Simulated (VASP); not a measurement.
# Sn (P6_3/mmc) in VASP: further runs

The runs below take Sn through single point, with PBEsol.

Program: VASP 6.6.1. These are calculated values, not measurements. Logs are shortened: lines on timing, memory, paths and dates and some standing lists are left out, and cuts for length are marked.

## (1) The cell of the first run

The structure is hexagonal, space group P6_3/mmc (No. 194). The conventional cell has a = 3.315 Å, b = 3.315 Å, c = 5.513 Å, α = 90.00°, β = 90.00°, γ = 120.00°. Within 4.4 Å of Sn (site symmetry -6m2) lie 12 Sn at 3.31 to 3.36 Å.

## (2) Single point, PBEsol

File INCAR:

```
ALGO = Normal ; EDIFF = 1E-6
ENCUT = 520 ; GGA = PS
ISIF = 2 ; ISMEAR = -1
LASPH = T ; LCHARG = F
LREAL = F ; LWAVE = F
NBANDS = 21 ; NELM = 80
PREC = Accurate ; SIGMA = 0.1
```

File KPOINTS:

```
k-points
0
Gamma
  11 11 6
```

File POSCAR:

```
Sn
1.0
    3.3149333680      0.0000000000      0.0000000000
   -1.6574666840      2.8708165085      0.0000000000
    0.0000000000      0.0000000000      5.5128512027
Sn
2
Direct
    0.3333333333      0.6666666667      0.2500000000
    0.6666666667      0.3333333333      0.7500000000
```

Potentials or basis: VASP PAW PBE potentials, release 64 (Sn_d).

Launch:

```
$ cat potpaw_PBE.64/Sn_d/POTCAR > POTCAR
$ mpirun -np 1 vasp_std > vasp.out
```

OUTCAR:

```text
EDIFF = 1E-6
   ENCUT = 520
   GGA = PS
   ISIF = 2
   ISMEAR = -1
   LASPH = T
   LREAL = F
   NELM = 80
   PREC = Accurate

 ion  position               nearest neighbor table
   1  0.333  0.667  0.250-   2 3.36   2 3.36   2 3.36   2 3.36   2 3.36   2 3.36
   2  0.667  0.333  0.750-   1 3.36   1 3.36   1 3.36   1 3.36   1 3.36   1 3.36

  LATTYP: Found a hexagonal cell.
 ALAT       =     3.3149333680
 C/A-ratio  =     1.6630352984

  Lattice vectors:

 A1 = (   3.3149333680,   0.0000000000,   0.0000000000)
 A2 = (  -1.6574666840,   2.8708165085,   0.0000000000)
 A3 = (   0.0000000000,   0.0000000000,   5.5128512027)

Analysis of symmetry for initial positions (statically):
=====================================================================
 Subroutine PRICEL returns:
 Original cell was already a primitive cell.

 Routine SETGRP: Setting up the symmetry group for a
 hexagonal supercell.

 Subroutine GETGRP returns: Found 24 space group operations
 (whereof 12 operations were pure point group operations)
 out of a pool of 24 trial point group operations.

The static configuration has the point symmetry D_3d.
 The point group associated with its full space group is D_6h.

Analysis of symmetry for dynamics (positions and initial velocities):
=====================================================================
 Subroutine PRICEL returns:
 Original cell was already a primitive cell.

 Routine SETGRP: Setting up the symmetry group for a
 hexagonal supercell.

 Subroutine GETGRP returns: Found 24 space group operations
 (whereof 12 operations were pure point group operations)
 out of a pool of 24 trial point group operations.

The dynamic configuration has the point symmetry D_3d.
 The point group associated with its full space group is D_6h.

 Subroutine INISYM returns: Found 24 space group operations
 (whereof 12 operations are pure point group operations),
 and found     1 'primitive' translations

----------------------------------------------------------------------------------------

                                     Primitive cell

  volume of cell :      52.4634

  direct lattice vectors                    reciprocal lattice vectors
     3.314933368  0.000000000  0.000000000     0.301665189  0.174166478  0.000000000
    -1.657466684  2.870816508  0.000000000     0.000000000  0.348332956  0.000000000
     0.000000000  0.000000000  5.512851203     0.000000000  0.000000000  0.181394339

  length of vectors
     3.314933368  3.314933368  5.512851203     0.348332956  0.348332956  0.181394339

  position of ions in fractional coordinates (direct lattice)
     0.333333333  0.666666667  0.250000000
     0.666666667  0.333333333  0.750000000

  ion indices of the primitive-cell ions
   primitive index   ion index
                 1           1
                 2           2

----------------------------------------------------------------------------------------

 KPOINTS: k-points

Automatic generation of k-mesh.
 Grid dimensions read from file:
 generate k-points for:   11   11    6

 Generating k-lattice:

  Cartesian coordinates                     Fractional coordinates (reciprocal lattice)
     0.027424108  0.015833316  0.000000000     0.090909091 -0.000000000  0.000000000
     0.000000000  0.031666632  0.000000000     0.000000000  0.090909091  0.000000000
     0.000000000  0.000000000  0.030232390     0.000000000  0.000000000  0.166666667

  Length of vectors
     0.031666632  0.031666632  0.030232390

  Shift w.r.t. Gamma in fractional coordinates (k-lattice)
     0.000000000  0.000000000  0.000000000

 Subroutine IBZKPT returns following result:
 ===========================================

 Found     64 irreducible k-points:

 Following reciprocal coordinates:
            Coordinates               Weight
  0.000000  0.000000  0.000000      1.000000
  0.090909  0.000000  0.000000      6.000000
  0.181818  0.000000  0.000000      6.000000
  0.272727  0.000000  0.000000      6.000000
  0.363636  0.000000  0.000000      6.000000
  0.454545  0.000000  0.000000      6.000000
[... 16 lines left out ...]
  0.090909  0.090909  0.166667     12.000000
  0.181818  0.090909  0.166667     24.000000
 [... further k-points ...]
   k-points           NKPTS =     64   k-points in BZ     NKDIM =     64   number of bands    NBANDS=     21
   number of dos      NEDOS =    301   number of ions     NIONS =      2
   total plane-waves  NPLWV =  32928
   dimension x,y,z NGX =    28 NGY =   28 NGZ =   42
   dimension x,y,z NGXF=    56 NGYF=   56 NGZF=   84
   ions per type =               2
   NGX,Y,Z   is equivalent  to a cutoff of  14.04, 14.04, 12.67 a.u.
   NGXF,Y,Z  is equivalent  to a cutoff of  28.08, 28.08, 25.33 a.u.
 SYSTEM =  unknown system
   PREC   = accura    normal or accurate (medium, high low for compatibility)
   ISTART =      0    job   : 0-new  1-cont  2-samecut
   ICHARG =      2    charge: 1-file 2-atom 10-const
   ISPIN  =      1    spin polarized calculation?
   LNONCOLLINEAR =      F non collinear calculations
   LSORBIT =      F    spin-orbit coupling
   LASPH  =      T    aspherical Exc in radial PAW
   ENCUT  =  520.0 eV  38.22 Ry    6.18 a.u.   6.16  6.16 10.25*2*pi/ulx,y,z
   NELM   =     80;   NELMIN=  2; NELMDL= -5     # of ELM steps
   EDIFF  = 0.1E-05   stopping-criterion for ELM
   LREAL  =      F    real-space projection
   EDIFFG = 0.1E-04   stopping-criterion for IOM
   NSW    =      0    number of steps for IOM
   IBRION =     -1    ionic relax: 0-MD 1-quasi-New 2-CG
   NFREE  =      0    steps in history (QN), initial steepest desc. (CG)
   ISIF   =      2    stress and relaxation
   ISYM   =      2    0-nonsym 1-usesym 2-fastsym
   POTIM  = 0.5000    time-step for ionic-motion
   TEBEG  =    0.0;   TEEND  =   0.0 temperature during run
   PSTRESS=    0.0 pullay stress
   NELECT =      28.0000    total number of electrons
   NUPDOWN=      -1.0000    fix difference up-down
   EMIN   =  10.00;   EMAX   =-10.00  energy-range for DOS
   EFERMI =   0.00;   METHOD = LEGACY
   ISMEAR =    -1;   SIGMA  =   0.10  broadening in eV -4-tet -1-fermi 0-gaus
   EFERMI_NEDOS =   21; number of points for ismear=-14 and -15
   IALGO  =     38    algorithm
   IMIX   =      4    mixing-type and parameters
     AMIX     =   0.40;   BMIX     =  1.00
     AMIX_MAG =   1.60;   BMIX_MAG =  1.00
  volume/ion in A,a.u.               =      26.23       177.02
  Fermi-wavevector in a.u.,A,eV,Ry     =   1.327930  2.509425 23.992505  1.763399
  Thomas-Fermi vector in A             =   2.457206
   LORBIT       =      0    0 simple, 1 ext, 2 COOP (PROOUT), +10 PAW based schemes
   GGA     = PS    functional components
   LHFCALC =     F    Hartree Fock is set to
   AEXX    =    0.0000 exact exchange contribution
   IVDW    =     0    specifies the selected vdW correction
   LEPSILON=     F    determine dielectric tensor
   LRPA    =     F    only Hartree local field effects (RPA)
 non-spin polarized calculation
  energy-cutoff  :      520.00
  volume of cell :       52.46
 maximum number of plane-waves:      1426
 NGX is ok and might be reduce to    28
   NGX = 13   NGY = 13   NGZ = 21

 number of electron      27.9999992 magnetization

 Free energy of the ion-electron system (eV)
  ---------------------------------------------------
  ext. energy  EPLUGINS =         0.00000000
  ---------------------------------------------------
  free energy    TOTEN  =        -8.51882731 eV

  energy without entropy =       -8.48868306  energy(sigma->0) =       -8.50375519

 E-fermi :   8.4067     XC(G=0): -10.6717

 val. band max:        8.3110202600   @ k =   0.3636   0.1818   0.0000
 cond. band min:       8.4482516422   @ k =   0.4545   0.0000   0.1667
 fundamental gap:      0.1372313822
 Fermi energy:         8.4067220985

 k-point     1 :       0.0000    0.0000    0.0000
  band No.  band energies     occupation
      1     -13.0722      2.00000
      2     -13.0683      2.00000
      3     -13.0529      2.00000
      4     -13.0529      2.00000
      5     -13.0415      2.00000
      6     -13.0415      2.00000
[... 13 lines left out ...]
     20      18.3693      0.00000
     21      20.4688      0.00000

 k-point     2 :       0.0909    0.0000    0.0000
  band No.  band energies     occupation
      1     -13.0762      2.00000
      2     -13.0642      2.00000
      3     -13.0470      2.00000
      4     -13.0399      2.00000
      5     -13.0357      2.00000
      6     -13.0286      2.00000
[... 13 lines left out ...]
     20      19.0634      0.00000
     21      19.7185      0.00000

 k-point     3 :       0.1818    0.0000    0.0000
  band No.  band energies     occupation
      1     -13.0956      2.00000
      2     -13.0506      2.00000
      3     -13.0415      2.00000
      4     -13.0219      2.00000
      5     -13.0145      2.00000
      6     -13.0047      2.00000
[... 13 lines left out ...]
     20      18.3776      0.00000
     21      19.7432      0.00000

 k-point     4 :       0.2727    0.0000    0.0000
  band No.  band energies     occupation
      1     -13.1196      2.00000
      2     -13.0570      2.00000
      3     -13.0462      2.00000
      4     -13.0282      2.00000
      5     -13.0142      2.00000
      6     -12.9606      2.00000
[... 13 lines left out ...]
     20      17.9427      0.00000
     21      19.5146      0.00000

 k-point     5 :       0.3636    0.0000    0.0000
  band No.  band energies     occupation
      1     -13.1406      2.00000
      2     -13.0704      2.00000
      3     -13.0660      2.00000
      4     -13.0399      2.00000
      5     -12.9872      2.00000
      6     -12.9739      2.00000
[... 13 lines left out ...]
     20      17.5515      0.00000
     21      19.2470      0.00000
[... 382 lines left out ...]
     20      16.8181      0.00000
     21      18.2388      0.00000

 k-point    22 :       0.4545    0.0000    0.1667
  band No.  band energies     occupation
      1     -13.1477      2.00000
      2     -13.0920      2.00000
      3     -13.0758      2.00000
      4     -13.0368      2.00000
      5     -13.0054      2.00000
      6     -12.9542      2.00000
[... 13 lines left out ...]
     20      16.6141      0.00000
     21      19.1114      0.00000

 k-point    23 :       0.0909    0.0909    0.1667
  band No.  band energies     occupation
      1     -13.0726      2.00000
      2     -13.0723      2.00000
      3     -13.0504      2.00000
      4     -13.0342      2.00000
      5     -13.0181      2.00000
      6     -13.0115      2.00000
[... 13 lines left out ...]
     20      18.1705      0.00000
     21      19.0551      0.00000

 k-point    24 :       0.1818    0.0909    0.1667
  band No.  band energies     occupation
      1     -13.0931      2.00000
      2     -13.0596      2.00000
      3     -13.0523      2.00000
      4     -13.0246      2.00000
      5     -13.0170      2.00000
      6     -12.9918      2.00000
[... 13 lines left out ...]
     20      17.6583      0.00000
     21      18.3098      0.00000

 [... further k-points ...]
[... 5 lines left out ...]
  --------------------------------------------------------------------------------------
  -------------------------------------------------------------------------------------
  Total       -0.0100964     -0.0100964     -0.0081805      0.0000000     -0.0000000      0.0000000
  in kB       -0.3083329     -0.3083329     -0.2498230      0.0000000     -0.0000000      0.0000000
  external PRESSURE =      -0.2888296 kB  Pullay stress =       0.0000000 kB

 VOLUME and BASIS-vectors are now :
 -----------------------------------------------------------------------------
  energy-cutoff  :      520.00
  volume of cell :       52.46
      direct lattice vectors                 reciprocal lattice vectors
     3.314933368  0.000000000  0.000000000     0.301665189  0.174166478  0.000000000
    -1.657466684  2.870816508  0.000000000     0.000000000  0.348332956  0.000000000
     0.000000000  0.000000000  5.512851203     0.000000000  0.000000000  0.181394339

 POSITION                                       TOTAL-FORCE (eV/Angst)
 -----------------------------------------------------------------------------------
     -0.00000      1.91388      1.37821        -0.000000      0.000000      0.000000
      1.65747      0.95694      4.13464         0.000000     -0.000000      0.000000
 -----------------------------------------------------------------------------------
    total drift:                               -0.000000      0.000000      0.000000

  FREE ENERGIE OF THE ION-ELECTRON SYSTEM (eV)
  ---------------------------------------------------
  free  energy   TOTEN  =        -8.5188273109 eV

  energy  without entropy=       -8.4886830619  energy(sigma->0) =       -8.50375519
```

It took 35 s on 1 thread of Intel Xeon Platinum 8375C at 2.90GHz (Ice Lake), shared host; peak memory 0.2 GiB.

What came out:

- Free energy: -8.5188 eV
- Pressure: 0.0 GPa
- Band gap on the k mesh: zero (band 14 reaches 14.55 eV, above the bottom of band 15 at 6.29 eV)

Caveat: the PAW data sets were made with another functional, which shifts forces and pressure a little; spin-orbit coupling is left out, which moves the levels of the heavy elements.

## (3) Single point, PBEsol (volume scaled by 0.88)

File INCAR:

```
  ALGO = Normal
  EDIFF = 1E-6
  ENCUT = 520
  GGA = PS
  ISIF = 2
  ISMEAR = -1
  LASPH = T
  LCHARG = F
  LREAL = F
  LWAVE = F
  NBANDS = 21
  NELM = 80
  PREC = Accurate
  SIGMA = 0.1
```

File KPOINTS:

```
k-points
0
Gamma
  12 12 7
```

File POSCAR:

```
Sn
1.0
    3.1766475128      0.0000000000      0.0000000000
   -1.5883237564      2.7510574450      0.0000000000
    0.0000000000      0.0000000000      5.2828769443
Sn
2
Direct
    0.3333333333      0.6666666667      0.2500000000
    0.6666666667      0.3333333333      0.7500000000
```

Potentials or basis: VASP PAW PBE potentials, release 64 (Sn_d).

Launch:

```
$ cat potpaw_PBE.64/Sn_d/POTCAR > POTCAR
$ mpirun -np 1 vasp_std > vasp.out
```

Run time: 24 s. Hardware: 1 thread of Intel Xeon Platinum 8375C at 2.90GHz (Ice Lake), shared host; peak memory 0.19 GiB.

The run converged. Its results:

```yaml
Free_energy: -8.3133 eV
Pressure: 9.6 GPa
Band_gap_on_the_k_mesh: zero (band 14 reaches 17.16 eV, above the bottom of band 15 at 7.30 eV)
```

Stress tensor (GPa, compression positive):
```
10.54  0.00  0.00
 0.00 10.54  0.00
 0.00  0.00  7.60
```

Levels at points of the mesh, in eV from the Fermi level:
| k point | band 11 | band 12 | band 13 | band 14 | band 15 | band 16 | band 17 | band 18 |
| --- | --- | --- | --- | --- | --- | --- | --- | --- |
| (0.00, 0.00, 0.00) | -12.43 | -7.28 | -5.60 | 6.97 | 6.97 | 8.82 | 8.97 | 8.97 |
| (0.50, 0.00, 0.00) | -7.50 | -6.53 | -2.25 | -1.81 | -1.07 | 1.14 | 2.44 | 6.24 |

Caveat: the PAW data sets were made with another functional, which shifts forces and pressure a little; spin-orbit coupling is left out, which moves the levels of the heavy elements.

[end of part 1 of 2]
